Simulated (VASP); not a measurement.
# In16H (a cell with a defect) in VASP: single point with PBE

Aim: the single point of In16H (a cell with a defect) with PBE.

All numbers are computed with VASP 6.6.1; they aren't measurements. Logs are shortened: lines on timing, memory, paths and dates and some standing lists are left out, and cuts for length are marked.

### 1 The cell of the first run

The cell holds a defect, 17 atoms: a = 8.296 Å, b = 8.296 Å, c = 8.296 Å, α = 109.45°, β = 109.45°, γ = 109.51°.

### 2 Single point, PBE

INCAR reads:

```
  ALGO = Normal
  EDIFF = 1E-6
  ENCUT = 400
  GGA = PE
  GGA_COMPAT = F
  ISIF = 2
  ISMEAR = 0
  LASPH = T
  LCHARG = T
  LELF = T
  LREAL = F
  LVHAR = T
  LWAVE = F
  NBANDS = 118
  NELM = 120
  PREC = Accurate
  SIGMA = 0.1
```

KPOINTS reads:

```
Automatic mesh
0
Gamma
  4 4 4
  0.5 0.5 0.5
```

POSCAR reads:

```
In16H
1.0
    6.7754602306      0.0000000000     -4.7878627362
   -6.7754602306      0.0000000000     -4.7878627362
    0.0000000000      6.7754602306      4.7878627362
In H
16 1
Direct
    0.2596141983      0.7499578631     -0.0000943109
    0.5036407357      0.4993036133     -0.0026448388
    0.7472370351      0.2559108540     -0.0022491461
   -0.0001244384      0.7458347774      0.2725507843
    0.2527109113      0.5086663654      0.2504561967
    0.7472424253      0.7477175222      0.5059510178
   -0.0000474104      0.0225553346     -0.0041129309
    0.4963128372      0.2437046096      0.2456020615
    0.7568304113     -0.0013228101      0.2487044337
    0.0000075300      0.4969818883      0.5051404456
    0.5036213422      0.7473342331      0.7492751529
    0.2431085936      0.2418518525      0.4918309438
    0.7401477961      0.4900655962      0.7401272872
    0.4963187049     -0.0044255817      0.4936916292
   -0.0000558541      0.2550925700      0.7469662322
    0.2527288947      0.0005052904      0.7586563606
    1.0007001561      0.7919609779      1.0419969655
```

Potentials or basis: VASP PAW PBE potentials, release 64 (In_d, H).

Started as:

```console
cat potpaw_PBE.64/In_d/POTCAR potpaw_PBE.64/H/POTCAR > POTCAR
mpirun -np 1 vasp_std > vasp.out
```

OUTCAR:

```text
EDIFF = 1E-6
   ENCUT = 400
   GGA = PE
   ISIF = 2
   ISMEAR = 0
   LASPH = T
   LREAL = F
   NELM = 120
   PREC = Accurate

 ion  position               nearest neighbor table
   1  0.260  0.750  1.000-  17 2.40  16 3.33   5 3.33   8 3.35  14 3.35  11 3.35   2 3.35  15 3.35
                            10 3.35   9 3.37  13 3.52   4 3.61   7 3.61
   2  0.504  0.499  0.997-   3 3.30  13 3.35   1 3.35  11 3.36   4 3.37  16 3.38   9 3.38  15 3.41
                             8 3.41   5 3.41  12 3.43   6 3.45
   3  0.747  0.256  0.998-   7 3.29   2 3.30   4 3.33  13 3.33  16 3.35   8 3.38  15 3.41  14 3.42
                             5 3.42  10 3.44   9 3.44  11 3.45
   4  1.000  0.746  0.273-  17 2.07  10 3.26   6 3.29  16 3.30   3 3.33   5 3.33  12 3.37   9 3.37
                             2 3.37  14 3.37   1 3.61  13 3.61   7 3.75
   5  0.253  0.509  0.250-   7 3.29  14 3.30   4 3.33   1 3.33   6 3.35  11 3.38  15 3.41   2 3.41
                             3 3.42  10 3.44  12 3.44   8 3.45
   6  0.747  0.748  0.506-   4 3.29  11 3.30   7 3.33  13 3.33   5 3.35  14 3.38  10 3.41   8 3.41
                            16 3.42  15 3.44   9 3.44   2 3.45
   7  1.000  0.023  0.996-  17 2.07  15 3.26   5 3.29   3 3.29  16 3.33   6 3.33   9 3.37  12 3.37
                            11 3.37   8 3.37   1 3.61  13 3.61   4 3.75
   8  0.496  0.244  0.246-  16 3.30   1 3.35  13 3.35  14 3.36   7 3.37   3 3.38  12 3.38  10 3.41
                             2 3.41   6 3.41   9 3.43   5 3.45
   9  0.757  0.999  0.249-  12 3.29   7 3.37   4 3.37   1 3.37  10 3.38  15 3.38   2 3.38  11 3.38
                            14 3.42   8 3.43   3 3.44   6 3.44
  10  0.000  0.497  0.505-   4 3.26  15 3.28  13 3.35   1 3.35   9 3.38  12 3.38  16 3.41   6 3.41
                            11 3.41   8 3.41   5 3.44   3 3.44
  11  0.504  0.747  0.749-   6 3.30  13 3.35   1 3.35   2 3.36   7 3.37   5 3.38   9 3.38  10 3.41
                            14 3.41  16 3.42  12 3.42   3 3.45
  12  0.243  0.242  0.492-   9 3.29  13 3.37   4 3.37   7 3.37  15 3.38  10 3.38   8 3.38  14 3.38
                            11 3.42   2 3.43  16 3.44   5 3.44
  13  0.740  0.490  0.740-  17 2.41   3 3.33   6 3.33   2 3.35  11 3.35  14 3.35   8 3.35  10 3.35
                            15 3.35  12 3.37   1 3.52   7 3.61   4 3.61
  14  0.496  0.996  0.494-   5 3.30   1 3.35  13 3.35   8 3.36   4 3.37   6 3.38  12 3.38  15 3.41
                            11 3.41   3 3.42   9 3.42  16 3.45
  15  1.000  0.255  0.747-   7 3.26  10 3.28   1 3.35  13 3.35  12 3.38   9 3.38   3 3.41   5 3.41
                            14 3.41   2 3.41   6 3.44  16 3.44
  16  0.253  0.001  0.759-   4 3.30   8 3.30   7 3.33   1 3.33   3 3.35   2 3.38  10 3.41  11 3.42
                             6 3.42  15 3.44  12 3.44  14 3.45
  17  0.001  0.792  0.042-   4 2.07   7 2.07   1 2.40  13 2.41

  LATTYP: Found a body centered tetragonal cell.
 ALAT       =     9.5819477494
 C/A-ratio  =     0.9993506250

  Lattice vectors:

 A1 = (   6.7754602306,   0.0000000000,  -4.7878627362)
 A2 = (  -6.7754602306,   0.0000000000,  -4.7878627362)
 A3 = (   0.0000000000,   6.7754602306,   4.7878627362)

Analysis of symmetry for initial positions (statically):
=====================================================================
[... 175 lines left out ...]
  volume/ion in A,a.u.               =      25.86       174.50
  Fermi-wavevector in a.u.,A,eV,Ry     =   1.277734  2.414567 22.212933  1.632605
  Thomas-Fermi vector in A             =   2.410317
   LORBIT       =      0    0 simple, 1 ext, 2 COOP (PROOUT), +10 PAW based schemes
   GGA     = PE    functional components
   LHFCALC =     F    Hartree Fock is set to
   AEXX    =    0.0000 exact exchange contribution
   IVDW    =     0    specifies the selected vdW correction
   LEPSILON=     F    determine dielectric tensor
   LRPA    =     F    only Hartree local field effects (RPA)
 non-spin polarized calculation
 Gauss-broadening in eV      SIGMA  =   0.10
  energy-cutoff  :      400.00
  volume of cell :      439.59
 maximum number of plane-waves:      8027
 NGX is ok and might be reduce to    54
   NGX = 27   NGY = 27   NGZ = 27

 number of electron     209.0000059 magnetization

 Free energy of the ion-electron system (eV)
  ---------------------------------------------------
  ext. energy  EPLUGINS =         0.00000000
  ---------------------------------------------------
  free energy    TOTEN  =       -43.26681097 eV

  energy without entropy =      -43.19550767  energy(sigma->0) =      -43.23115932

 E-fermi :   6.9630     XC(G=0): -10.0535

 val. band max:        6.9622969035   @ k =  -0.3750  -0.3750   0.3750
 cond. band min:       6.9646843437   @ k =   0.3750  -0.3750   0.3750
 fundamental gap:      0.0023874402
 Fermi energy:         6.9629901393

 k-point     1 :       0.1250    0.1250    0.1250
  band No.  band energies     occupation
      1      -7.7422      2.00000
      2      -7.7240      2.00000
      3      -7.7225      2.00000
      4      -7.6440      2.00000
      5      -7.6425      2.00000
      6      -7.6423      2.00000
[... 2845 lines left out ...]
    115       9.5620      0.00000
    116       9.9535      0.00000

 [... further k-points ...]

 [bands above 116 left out]

------------------------ aborting loop because EDIFF is reached ----------------------------------------

  FORCE on cell =-STRESS in cart. coord.  units (eV):
  Direction    XX          YY          ZZ          XY          YZ          ZX
  --------------------------------------------------------------------------------------
  -------------------------------------------------------------------------------------
  Total        2.1223473      2.1207919      1.9427755     -0.0800826      0.2010449      0.1995966
  in kB        7.7353104      7.7296415      7.0808258     -0.2918767      0.7327475      0.7274688
  external PRESSURE =       7.5152592 kB  Pullay stress =       0.0000000 kB

 VOLUME and BASIS-vectors are now :
 -----------------------------------------------------------------------------
  energy-cutoff  :      400.00
  volume of cell :      439.59
      direct lattice vectors                 reciprocal lattice vectors
     6.775460231  0.000000000 -4.787862736     0.073795725  0.073795725 -0.104430730
    -6.775460231  0.000000000 -4.787862736    -0.073795725  0.073795725 -0.104430730
     0.000000000  6.775460231  4.787862736     0.000000000  0.147591450  0.000000000

 POSITION                                       TOTAL-FORCE (eV/Angst)
 -----------------------------------------------------------------------------------
     -3.32230      6.77482     -0.04628        -0.006179      0.003860      0.001665
      0.02939      6.75754     -0.02676         0.001760      0.004117      0.004575
      3.32896      6.76022     -0.02584        -0.004854      0.006888     -0.006957
      1.72124      1.84666     -7.05329        -0.009631      0.017000      0.005248
     -1.73422      1.69696     -2.44622        -0.010796      0.000894      0.001445
     -0.00322      3.42805     -4.73524        -0.000962      0.010793     -0.001339
[... 9 lines left out ...]
      1.70893      5.14025      2.41989        -0.006902      0.004757      0.007079
     -5.36116      0.28455     -3.59408         0.075559     -0.075704      0.000056
 -----------------------------------------------------------------------------------
    total drift:                               -0.002832      0.002941     -0.000123

  FREE ENERGIE OF THE ION-ELECTRON SYSTEM (eV)
  ---------------------------------------------------
  free  energy   TOTEN  =       -43.2668109738 eV

  energy  without entropy=      -43.1955076717  energy(sigma->0) =      -43.23115932
```

stdout:

```text
POSCAR found type information on POSCAR InH
 POSCAR found :  2 types and      17 ions
 scaLAPACK will be used
 -----------------------------------------------------------------------------
|                                                                             |
|                                                                             |
|     You have a (more or less) 'large supercell' and for larger cells it     |
|     might be more efficient to use real-space projection operators.         |
|     Therefore, try LREAL= Auto in the INCAR file.                           |
|     Mind: For very accurate calculation, you might also keep the            |
|     reciprocal projection scheme (i.e. LREAL=.FALSE.).                      |
|                                                                             |
 -----------------------------------------------------------------------------

 LDA part: xc-table for (Slater+PW92), standard interpolation
 POSCAR, INCAR and KPOINTS ok, starting setup
 FFT: planning ... GRIDC
 FFT: planning ... GRID_SOFT
 FFT: planning ... GRID
 WAVECAR not read
 entering main loop
```

Wall time 15 min (1 thread of Intel Xeon 6975P-C (Granite Rapids), shared host); peak memory 0.87 GiB.

Results:

```yaml
Free_energy: -43.2668 eV
Pressure: 0.8 GPa
Largest_force: 0.107 eV/Å
Band_gap_on_the_k_mesh: zero (an odd number of electrons rules out a gap without spin polarisation)
```

Forces in eV/Å, atoms in the order of the input:
```
In  -0.006  0.004  0.002
In   0.002  0.004  0.005
In  -0.005  0.007 -0.007
In  -0.010  0.017  0.005
In  -0.011  0.001  0.001
In  -0.001  0.011 -0.001
In  -0.017  0.010 -0.005
In  -0.004 -0.002 -0.005
In  -0.002  0.003 -0.001
In   0.001  0.006  0.005
In  -0.004 -0.002 -0.004
In  -0.003  0.002  0.001
In  -0.004  0.007 -0.002
In   0.002  0.004  0.004
In  -0.006 -0.001 -0.005
In  -0.007  0.005  0.007
H    0.076 -0.076  0.000
```

Caveat: spin-orbit coupling is left out, which moves the levels of the heavy elements.
